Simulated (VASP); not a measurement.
# ScAl (Pm-3m) in VASP: further runs

The runs below take ScAl through vibrations by perturbation theory, with PBEsol.

All numbers are computed with VASP 6.6.1; they aren't measurements. Logs are shortened: lines on timing, memory, paths and dates and some standing lists are left out, and cuts for length are marked.

## (1) The cell of the first run

The structure is cubic, space group Pm-3m (No. 221). Conventional cell: a = 3.325 Å, b = 3.325 Å, c = 3.325 Å, α = 90.00°, β = 90.00°, γ = 90.00°. Within 3.8 Å of Sc (site symmetry m-3m) lie 8 Al at 2.88 Å and 6 Sc at 3.33 Å. Al (site symmetry m-3m) has 8 Sc at 2.88 Å and 6 Al at 3.33 Å within 3.8 Å.

## (2) Vibrations by perturbation theory, PBEsol (18.39 Å³/atom)

Contents of INCAR:

```
SYSTEM = ScAl
PREC = Accurate
ENCUT = 520
EDIFF = 1E-8
ISMEAR = -1
SIGMA = 0.15
LREAL = .False.
LASPH = .True.
NELM = 100
ALGO = Fast
ISIF = 2
LWAVE = .False.
LCHARG = .False.
GGA = PS
NBANDS = 14
IBRION = 8
NSW = 1
```

Contents of KPOINTS:

```
Automatic mesh
0
Gamma
  12 12 12
  0 0 0
```

Contents of POSCAR:

```
ScAl
1.0
    3.3254203780      0.0000000000      0.0000000000
    0.0000000000      3.3254203780      0.0000000000
    0.0000000000      0.0000000000      3.3254203780
Sc Al
1 1
Direct
    0.5000000000      0.5000000000      0.5000000000
    0.0000000000      0.0000000000      0.0000000000
```

Potentials or basis: VASP PAW PBE potentials, release 64 (Sc_sv, Al).

On the command line:

```console
cat potpaw_PBE.64/Sc_sv/POTCAR potpaw_PBE.64/Al/POTCAR > POTCAR
mpirun -np 1 vasp_std > vasp.out
```

OUTCAR:

```text
SYSTEM = ScAl
   PREC = Accurate
   ENCUT = 520
   EDIFF = 1E-8
   ISMEAR = -1
   LREAL = .False.
   LASPH = .True.
   NELM = 100
   ISIF = 2
   GGA = PS
   IBRION = 8
   NSW = 1

 ion  position               nearest neighbor table
   1  0.500  0.500  0.500-   2 2.88   2 2.88   2 2.88   2 2.88   2 2.88   2 2.88   2 2.88   2 2.88

   2  0.000  0.000  0.000-   1 2.88   1 2.88   1 2.88   1 2.88   1 2.88   1 2.88   1 2.88   1 2.88

  LATTYP: Found a simple cubic cell.
 ALAT       =     3.3254203780

  Lattice vectors:

 A1 = (   3.3254203780,   0.0000000000,   0.0000000000)
 A2 = (   0.0000000000,   3.3254203780,   0.0000000000)
 A3 = (   0.0000000000,   0.0000000000,   3.3254203780)

Analysis of symmetry for initial positions (statically):
=====================================================================
 Subroutine PRICEL returns:
 Original cell was already a primitive cell.

 Routine SETGRP: Setting up the symmetry group for a
 simple cubic supercell.

 Subroutine GETGRP returns: Found 48 space group operations
 (whereof 48 operations were pure point group operations)
 out of a pool of 48 trial point group operations.

The static configuration has the point symmetry O_h .

Analysis of symmetry for dynamics (positions and initial velocities):
=====================================================================
 Subroutine PRICEL returns:
 Original cell was already a primitive cell.

 Routine SETGRP: Setting up the symmetry group for a
 simple cubic supercell.

 Subroutine GETGRP returns: Found 48 space group operations
 (whereof 48 operations were pure point group operations)
 out of a pool of 48 trial point group operations.

The dynamic configuration has the point symmetry O_h .

 Subroutine INISYM returns: Found 48 space group operations
 (whereof 48 operations are pure point group operations),
 and found     1 'primitive' translations

----------------------------------------------------------------------------------------

                                     Primitive cell

  volume of cell :      36.7739

  direct lattice vectors                    reciprocal lattice vectors
     3.325420378  0.000000000  0.000000000     0.300713861  0.000000000  0.000000000
     0.000000000  3.325420378  0.000000000     0.000000000  0.300713861  0.000000000
     0.000000000  0.000000000  3.325420378     0.000000000  0.000000000  0.300713861

  length of vectors
     3.325420378  3.325420378  3.325420378     0.300713861  0.300713861  0.300713861

  position of ions in fractional coordinates (direct lattice)
     0.500000000  0.500000000  0.500000000
     0.000000000  0.000000000  0.000000000

  ion indices of the primitive-cell ions
   primitive index   ion index
                 1           1
                 2           2

----------------------------------------------------------------------------------------

 KPOINTS: Automatic mesh

Automatic generation of k-mesh.
 Grid dimensions read from file:
 generate k-points for:   12   12   12

 Generating k-lattice:

  Cartesian coordinates                     Fractional coordinates (reciprocal lattice)
     0.025059488  0.000000000  0.000000000     0.083333333  0.000000000  0.000000000
     0.000000000  0.025059488  0.000000000     0.000000000  0.083333333  0.000000000
     0.000000000  0.000000000  0.025059488     0.000000000  0.000000000  0.083333333

  Length of vectors
     0.025059488  0.025059488  0.025059488

  Shift w.r.t. Gamma in fractional coordinates (k-lattice)
     0.000000000  0.000000000  0.000000000

 Subroutine IBZKPT returns following result:
 ===========================================

 Found     84 irreducible k-points:

[... 85 lines left out ...]

 number of electron      14.0000002 magnetization

 Free energy of the ion-electron system (eV)
  ---------------------------------------------------
  ext. energy  EPLUGINS =         0.00000000
  ---------------------------------------------------
  free energy    TOTEN  =       -11.65178398 eV

  energy without entropy =      -11.57891129  energy(sigma->0) =      -11.61534764

 E-fermi :   6.2646     XC(G=0): -10.5710

 val. band max:        6.2520971048   @ k =   0.5000   0.4167   0.1667
 cond. band min:       6.3465519168   @ k =   0.5000   0.1667   0.0000
 fundamental gap:      0.0944548121
 Fermi energy:         6.2646451257

 k-point     1 :       0.0000    0.0000    0.0000
  band No.  band energies     occupation
      1     -42.8089      2.00000
      2     -21.4851      2.00000
      3     -21.4851      2.00000
      4     -21.4851      2.00000
      5      -2.3272      2.00000
      6       5.5497      1.98311
      7       5.5497      1.98311
      8       9.1274      0.00000
      9       9.1274      0.00000
     10       9.1274      0.00000
     11      10.1992      0.00000
     12      10.1992      0.00000
     13      10.1992      0.00000
     14      15.1431      0.00000
[... 377 lines left out ...]
      1     -42.7788      2.00000
      2     -21.6592      2.00000
      3     -21.6172      2.00000
      4     -21.4531      2.00000
      5       0.9404      2.00000
      6       3.5332      2.00000
      7       4.8798      1.99980
      8       6.5653      0.23755
      9       7.6967      0.00014
     10       8.1409      0.00001
     11      10.1114      0.00000
     12      11.4618      0.00000
     13      12.4241      0.00000
     14      13.9908      0.00000

 [... further k-points ...]

------------------------ aborting loop because EDIFF is reached ----------------------------------------

  FORCE on cell =-STRESS in cart. coord.  units (eV):
  Direction    XX          YY          ZZ          XY          YZ          ZX
  --------------------------------------------------------------------------------------
  -------------------------------------------------------------------------------------
  Total        0.4194373      0.4194373      0.4194373     -0.0000000     -0.0000000      0.0000000
  in kB       18.2741810     18.2741810     18.2741810     -0.0000000     -0.0000000      0.0000000
  external PRESSURE =      18.2741810 kB  Pullay stress =       0.0000000 kB

 VOLUME and BASIS-vectors are now :
 -----------------------------------------------------------------------------
  energy-cutoff  :      520.00
  volume of cell :       36.77
      direct lattice vectors                 reciprocal lattice vectors
     3.325420378  0.000000000  0.000000000     0.300713861  0.000000000  0.000000000
     0.000000000  3.325420378  0.000000000     0.000000000  0.300713861  0.000000000
     0.000000000  0.000000000  3.325420378     0.000000000  0.000000000  0.300713861

 POSITION                                       TOTAL-FORCE (eV/Angst)
 -----------------------------------------------------------------------------------
      1.66271      1.66271      1.66271         0.000000      0.000000      0.000000
      0.00000      0.00000      0.00000         0.000000      0.000000      0.000000
 -----------------------------------------------------------------------------------
    total drift:                                0.000000      0.000000      0.000000

  FREE ENERGIE OF THE ION-ELECTRON SYSTEM (eV)
  ---------------------------------------------------
  free  energy   TOTEN  =       -11.6517839843 eV

  energy  without entropy=      -11.5789112929  energy(sigma->0) =      -11.61534764

[... ionic steps 2 to 3 ...]

--------------------------------------- Ionic step        4  -------------------------------------------

------------------------ aborting loop because EDIFF is reached ----------------------------------------

[... ionic steps 5 to 6 ...]

--------------------------------------- Ionic step        7  -------------------------------------------

 Free energy of the ion-electron system (eV)
  ---------------------------------------------------
  ---------------------------------------------------
  free energy    TOTEN  =        -0.00622530 eV

  energy without entropy =       -0.00622530

------------------------ aborting loop because EDIFF is reached ----------------------------------------

 INTERNAL STRAIN TENSOR  FOR ION    2  DIRECTION 1   (eV/Angst):
 -----------------------------------------------------------------------------
    -0.01588  0.00000  0.00000
     0.00000  0.00956 -0.00000
     0.00000 -0.00000  0.00956

 INTERNAL STRAIN TENSOR FOR ION    2 for displacements in x,y,z  (eV/Angst):
          X           Y           Z          XY          YZ          ZX
  --------------------------------------------------------------------------------
  x     0.00000     0.00000     0.00000     0.00000     0.00000     0.00000
  y     0.00000     0.00000     0.00000     0.00000     0.00000     0.00000
  z     0.00000     0.00000     0.00000     0.00000     0.00000     0.00000

 SECOND DERIVATIVES (NOT SYMMETRIZED)
 ------------------------------------
               1X          1Y          1Z          2X          2Y          2Z
  1X    -5.561971   -0.000000    0.000000    5.561971    0.000000   -0.000000
  1Y    -0.000000   -5.561971   -0.000000    0.000000    5.561971    0.000000
  1Z    -0.000000   -0.000000   -5.561971    0.000000    0.000000    5.561971
  2X     5.560698    0.000000    0.000000   -5.560698   -0.000000   -0.000000
  2Y     0.000000    5.560698    0.000000   -0.000000   -5.560698   -0.000000
  2Z    -0.000000   -0.000000    5.560698    0.000000    0.000000   -5.560698

 Eigenvectors and eigenvalues of the dynamical matrix
 ----------------------------------------------------

   1 f  =    8.978160 THz    56.411442 2PiTHz  299.479179 cm-1    37.130669 meV
             X         Y         Z           dx          dy          dz
      1.662710  1.662710  1.662710     0.612469    0.000000    0.000000
      0.000000  0.000000  0.000000    -0.790495   -0.000000    0.000000
[... 21 lines left out ...]
   6 f/i=    0.000497 THz     0.003126 2PiTHz    0.016594 cm-1     0.002057 meV
             X         Y         Z           dx          dy          dz
      1.662710  1.662710  1.662710     0.000000   -0.000000   -0.790495
      0.000000  0.000000  0.000000     0.000000    0.000000   -0.612469

--------------------------------------------------------------------------------------------------------

 ELASTIC MODULI CONTR FROM IONIC RELAXATION (kBar)
 Direction    XX          YY          ZZ          XY          YZ          ZX
 --------------------------------------------------------------------------------
 XX           0.0000      0.0000      0.0000      0.0000      0.0000      0.0000
 YY           0.0000      0.0000      0.0000      0.0000      0.0000      0.0000
 ZZ           0.0000      0.0000      0.0000      0.0000      0.0000      0.0000
 XY           0.0000      0.0000      0.0000      0.0000      0.0000      0.0000
 YZ           0.0000      0.0000      0.0000      0.0000      0.0000      0.0000
 ZX           0.0000      0.0000      0.0000      0.0000      0.0000      0.0000
 --------------------------------------------------------------------------------
```

It took 5.6 min on 1 thread of AMD EPYC 9R45 (Zen 5), shared host; peak memory 0.33 GiB.

What came out:

```yaml
Highest_phonon_frequency_at_Γ: 299 cm⁻¹
```

Phonon frequencies in cm⁻¹ (negative: imaginary):
| q point | frequencies |
| --- | --- |
| (0.000, 0.000, 0.000) | 0 0 0 299 299 299 |

Caveat: the cell stands under pressure or tension, which shifts response properties; the PAW data sets were made with another functional, which shifts forces and pressure a little.

## (3) Vibrations by perturbation theory, PBEsol

This run uses another cell than the first one, of 18.76 Å³/atom.

Contents of INCAR:

```
SYSTEM = ScAl
PREC = Accurate
ENCUT = 520
EDIFF = 1E-8
ISMEAR = -1
SIGMA = 0.15
LREAL = .FALSE.
LASPH = .TRUE.
NELM = 80
ALGO = Normal
ISIF = 2
LWAVE = .FALSE.
LCHARG = .FALSE.
GGA = PS
IBRION = 8
NSW = 1
```

Contents of KPOINTS:

```
regular mesh
0
G
  12 12 12
  0 0 0
```

Contents of POSCAR:

```
ScAl
1.0
    3.3478901162      0.0000000000      0.0000000000
    0.0000000000      3.3478901162      0.0000000000
    0.0000000000      0.0000000000      3.3478901162
Sc Al
1 1
Direct
    0.5000000000      0.5000000000      0.5000000000
    0.0000000000      0.0000000000      0.0000000000
```

Potentials or basis: VASP PAW PBE potentials, release 64 (Sc_sv, Al).

On the command line:

```console
cat potpaw_PBE.64/Sc_sv/POTCAR potpaw_PBE.64/Al/POTCAR > POTCAR
mpirun -np 1 vasp_std > vasp.out
```

OUTCAR:

```text
SYSTEM = ScAl
   PREC = Accurate
   ENCUT = 520
   EDIFF = 1E-8
   ISMEAR = -1
   LREAL = .FALSE.
   LASPH = .TRUE.
   NELM = 80
   ISIF = 2
   GGA = PS
   IBRION = 8
   NSW = 1

 ion  position               nearest neighbor table
   1  0.500  0.500  0.500-   2 2.90   2 2.90   2 2.90   2 2.90   2 2.90   2 2.90   2 2.90   2 2.90

   2  0.000  0.000  0.000-   1 2.90   1 2.90   1 2.90   1 2.90   1 2.90   1 2.90   1 2.90   1 2.90

  LATTYP: Found a simple cubic cell.
 ALAT       =     3.3478901162

  Lattice vectors:

 A1 = (   3.3478901162,   0.0000000000,   0.0000000000)
 A2 = (   0.0000000000,   3.3478901162,   0.0000000000)
 A3 = (   0.0000000000,   0.0000000000,   3.3478901162)

Analysis of symmetry for initial positions (statically):
=====================================================================
 Subroutine PRICEL returns:
 Original cell was already a primitive cell.

 Routine SETGRP: Setting up the symmetry group for a
 simple cubic supercell.

 Subroutine GETGRP returns: Found 48 space group operations
 (whereof 48 operations were pure point group operations)
 out of a pool of 48 trial point group operations.

The static configuration has the point symmetry O_h .

Analysis of symmetry for dynamics (positions and initial velocities):
=====================================================================
 Subroutine PRICEL returns:
 Original cell was already a primitive cell.

 Routine SETGRP: Setting up the symmetry group for a
 simple cubic supercell.

 Subroutine GETGRP returns: Found 48 space group operations
 (whereof 48 operations were pure point group operations)
 out of a pool of 48 trial point group operations.
[... 520 lines left out ...]
    total drift:                                0.000000      0.000000      0.000000

  FREE ENERGIE OF THE ION-ELECTRON SYSTEM (eV)
  ---------------------------------------------------
  free  energy   TOTEN  =       -11.6565492557 eV

  energy  without entropy=      -11.5809883996  energy(sigma->0) =      -11.61876883

[... ionic steps 2 to 3 ...]

--------------------------------------- Ionic step        4  -------------------------------------------

------------------------ aborting loop because EDIFF is reached ----------------------------------------

[... ionic steps 5 to 6 ...]

--------------------------------------- Ionic step        7  -------------------------------------------

 Free energy of the ion-electron system (eV)
  ---------------------------------------------------
  ---------------------------------------------------
  free energy    TOTEN  =        -0.00622423 eV

  energy without entropy =       -0.00622423

------------------------ aborting loop because EDIFF is reached ----------------------------------------

 INTERNAL STRAIN TENSOR  FOR ION    2  DIRECTION 1   (eV/Angst):
 -----------------------------------------------------------------------------
    -0.01541  0.00000  0.00000
     0.00000  0.00925 -0.00000
    -0.00000 -0.00000  0.00925

 INTERNAL STRAIN TENSOR FOR ION    2 for displacements in x,y,z  (eV/Angst):
          X           Y           Z          XY          YZ          ZX
  --------------------------------------------------------------------------------
  x     0.00000     0.00000     0.00000     0.00000     0.00000     0.00000
  y     0.00000     0.00000     0.00000     0.00000     0.00000     0.00000
  z     0.00000     0.00000     0.00000     0.00000     0.00000     0.00000

 SECOND DERIVATIVES (NOT SYMMETRIZED)
 ------------------------------------
               1X          1Y          1Z          2X          2Y          2Z
  1X    -5.217778    0.000000   -0.000000    5.217778   -0.000000    0.000000
  1Y     0.000000   -5.217778   -0.000000   -0.000000    5.217778    0.000000
  1Z    -0.000000    0.000000   -5.217778    0.000000   -0.000000    5.217778
  2X     5.217474    0.000000   -0.000000   -5.217474   -0.000000    0.000000
  2Y     0.000000    5.217474   -0.000000   -0.000000   -5.217474    0.000000
  2Z     0.000000    0.000000    5.217474   -0.000000   -0.000000   -5.217474

 Eigenvectors and eigenvalues of the dynamical matrix
 ----------------------------------------------------

   1 f  =    8.696388 THz    54.641019 2PiTHz  290.080287 cm-1    35.965356 meV
             X         Y         Z           dx          dy          dz
      1.673945  1.673945  1.673945    -0.530256   -0.306442    0.000000
      0.000000  0.000000  0.000000     0.684444    0.395549    0.000000
[... 21 lines left out ...]
   6 f/i=    0.000123 THz     0.000772 2PiTHz    0.004099 cm-1     0.000508 meV
             X         Y         Z           dx          dy          dz
      1.673945  1.673945  1.673945    -0.638053    0.466702    0.000000
      0.000000  0.000000  0.000000    -0.494316    0.361566    0.000000

--------------------------------------------------------------------------------------------------------

 ELASTIC MODULI CONTR FROM IONIC RELAXATION (kBar)
 Direction    XX          YY          ZZ          XY          YZ          ZX
 --------------------------------------------------------------------------------
 XX           0.0000      0.0000      0.0000      0.0000      0.0000      0.0000
 YY           0.0000      0.0000      0.0000      0.0000      0.0000      0.0000
 ZZ           0.0000      0.0000      0.0000      0.0000      0.0000      0.0000
 XY           0.0000      0.0000      0.0000      0.0000      0.0000      0.0000
 YZ           0.0000      0.0000      0.0000      0.0000      0.0000      0.0000
 ZX           0.0000      0.0000      0.0000      0.0000      0.0000      0.0000
 --------------------------------------------------------------------------------
```

stdout:

```text
POSCAR found type information on POSCAR ScAl
 POSCAR found :  2 types and       2 ions
 scaLAPACK will be used
 -----------------------------------------------------------------------------
|                                                                             |
|                                                                             |
|     You enforced a specific xc type in the INCAR file but a different       |
|     I HOPE YOU KNOW WHAT YOU ARE DOING!                                     |
|                                                                             |
 -----------------------------------------------------------------------------

 LDA part: xc-table for (Slater+PW92), standard interpolation
 POSCAR, INCAR and KPOINTS ok, starting setup
 FFT: planning ... GRIDC
 FFT: planning ... GRID_SOFT
 FFT: planning ... GRID
 WAVECAR not read
 entering main loop
 Linear response reoptimize wavefunctions to high precision
 Linear response DOF=           2
 Linear response progress:
 first order change of Fermi-energy   0.86602E-03
 force on displaced ion       1 direction 1 :  -5.218  -0.000  -0.000
 Linear response progress:
 first order change of Fermi-energy   0.31606E-04
 force on displaced ion       2 direction 1 :  -5.217  -0.000   0.000
 Linear response finished
```

Run time: 3.3 min. Hardware: 1 thread of AMD EPYC 9R45 (Zen 5), shared host; peak memory 0.31 GiB.

What came out:

```yaml
Highest_phonon_frequency_at_Γ: 290 cm⁻¹
```

Phonon frequencies in cm⁻¹ (negative: imaginary):
```csv
q point,frequencies
"(0.000, 0.000, 0.000)",0 0 0 290 290 290
```

Caveat: the PAW data sets were made with another functional, which shifts forces and pressure a little.

(Continued in part 2 of 2.)
